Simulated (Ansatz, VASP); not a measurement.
Sb: VASP beside Ansatz

The input INCAR:

```
PREC = Accurate
ENCUT = 520
EDIFF = 1E-6
ISMEAR = -1
SIGMA = 0.05
LREAL = F
LASPH = T
NELM = 80
ALGO = Normal
ISIF = 2
LWAVE = F
LCHARG = T
GGA = PE
LELF = T
LVHAR = T
NBANDS = 12
```

The input KPOINTS:

```
Automatic mesh
0
Gamma
  9 9 5
```

Contents of POSCAR:

```
Sb
1.0
    3.3545324186      0.0000000000      0.0000000000
   -1.6772662093      2.9051102923      0.0000000000
    0.0000000000      0.0000000000      5.4701606500
Sb
2
Direct
    0.6666666667      0.3333333333      0.7500000000
    0.3333333333      0.6666666667      0.2500000000
```

File input.yaml:

```yaml
crystal:
  lattice:
    - [3.3545324186, 0.0, 0.0]
    - [-1.6772662093, 2.9051102923, 0.0]
    - [0.0, 0.0, 5.47016065]
  atoms:
    - { symbol: Sb, position: [0.6666666667, 0.3333333333, 0.75] }
    - { symbol: Sb, position: [0.3333333333, 0.6666666667, 0.25] }
hamiltonian:
  xc: pbe
  pseudopotentials: { kind: paw, azcp: { folder: soft_1 } }
kpoints:
  mp_grid: { grid: [9, 9, 5] }
scf:
  occupations: { method: fermi_dirac, width: 0.05 }
output:
  forces: true
  stress: true
  eigenvalues: true
  write_density: true
  write_potential: true
  elf: true
  volumetric_format: npy
```

Alike in both runs: task single point; functional PBE; k mesh 9 × 9 × 5; occupations fermi-dirac, width 0.05 eV; no spin polarisation.

```csv
,VASP,Ansatz
version,VASP 6.6.1,Ansatz 0.2.0
potentials or method,"VASP PAW PBE potentials, release 64 (Sb)",Ansatz PAW soft_1
plane-wave cutoff (eV),520,420
valence electrons in the cell,10,30
```

VASP gave:

```
gap on the k mesh at the Fermi level (eV)                     : none
pressure (GPa)                                                : 1.3
traceless stress, the component that is largest in VASP (GPa) : -0.19
```

Q: Estimate Ansatz's values.

A: gap on the k mesh at the Fermi level (eV): none; pressure (GPa): 1.5; traceless stress, the component that is largest in VASP (GPa): -0.19.

A gap of «none» marks a metal or a gap that the smearing closes. With one functional, cell and mesh, what is left measures potentials, basis and numerics. VASP's potentials hold 10 valence electrons a cell and Ansatz's 30, so a difference there can come from the potentials and not from the codes.

Spin-orbit coupling is off throughout.
